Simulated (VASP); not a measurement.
Here is a VASP 6.6.1 calculation.

INCAR

```
  ALGO = Normal
  EDIFF = 1E-6
  ENCUT = 520
  GGA = CA
  ISIF = 2
  ISMEAR = 1
  LASPH = T
  LCHARG = F
  LREAL = F
  LWAVE = F
  NBANDS = 19
  NELM = 60
  PREC = Accurate
  SIGMA = 0.3
```

The input KPOINTS:

```
k-points
0
Gamma
  13 13 7
```

POSCAR

```
Ti
1.0
    2.8638698861      0.0000000000      0.0000000000
   -1.4319349430      2.4801840745      0.0000000000
    0.0000000000      0.0000000000      4.5399943151
Ti
2
Direct
    0.3333333333      0.6666666667      0.2500000000
    0.6666666667      0.3333333333      0.7500000000
```

Potentials or basis: VASP PAW LDA potentials, release 64 (Ti_sv).

Run with:

```console
$ cat potpaw_LDA.64/Ti_sv/POTCAR > POTCAR
$ mpirun -np 1 vasp_std > vasp.out
```

What does it give for the pressure?

-0.3 GPa.

Predict the band gap on the k mesh.

zero (band 12 reaches 9.68 eV, above the bottom of band 13 at 8.59 eV).
